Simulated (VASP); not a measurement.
Set up this calculation in VASP 6.6.1, as the native input.

| Quantity | Value |
| --- | --- |
| Task | single point |
| Functional | BLYP |
| Potentials or basis | VASP PAW PBE potentials, release 64 (Lu) |
| Cutoff | 520 eV |
| k mesh | 11 × 11 × 11 |
| Occupations | fermi-dirac, width 0.1 eV |
| Spin | no spin polarisation |
| Dipole correction | no |
| Further INCAR settings | ALGO = Normal; EDIFF = 1e-07; NBANDS = 18 |

The structure of Lu lies in POSCAR:

```
Lu
1.0
    3.1132657292      0.0000000000      0.0000000000
    0.0000000000      3.1132657292      0.0000000000
    0.0000000000      0.0000000000      3.1132657292
Lu
1
Direct
    0.0000000000      0.0000000000      0.0000000000
```

This isn't the form of Lu at room conditions, which is hcp.

One way to write it, as run:

INCAR

```
SYSTEM = Lu
AGGAC    = 1.0          
AGGAX    = 1.0          
ALDAC    = 0.0          
ALDAX    = 1.0          
ALGO     = Normal         ! electronic algorithm
EDIFF    = 1E-7           ! SCF threshold, eV
ENCUT    = 520            ! plane-wave cutoff, eV
GGA      = B5             ! functional
ISIF     = 2              ! what is computed and relaxed
ISMEAR   = -1             ! smearing method
LASPH    = .True.         ! aspherical terms in the spheres
LCHARG   = .False.        ! write CHGCAR
LREAL    = .False.        ! projectors in reciprocal space
LWAVE    = .False.        ! write WAVECAR
NBANDS   = 18             ! bands
NELM     = 60             ! most SCF steps
PREC     = Accurate       ! precision mode
SIGMA    = 0.1            ! smearing width, eV
```

KPOINTS

```
k-points
0
Gamma
  11 11 11
  0 0 0
```

Potentials or basis: VASP PAW PBE potentials, release 64 (Lu).

Command:

```bash
$ cat potpaw_PBE.64/Lu/POTCAR > POTCAR
$ mpirun -np 1 vasp_std > vasp.out
```

It gave:

The pressure is 4.3 GPa. The band gap on the k mesh is zero (an odd number of electrons rules out a gap without spin polarisation).

Caveat: the cell stands under pressure; the PAW data sets were made with another functional, which shifts forces and pressure a little; spin-orbit coupling is left out, which moves the levels of the heavy elements.

It took 25 s on 1 thread of Intel(R) Xeon(R) Platinum 8259CL CPU @ 2.50GHz (Skylake/Cascade Lake), on a shared host, peak memory 0.16 GiB.
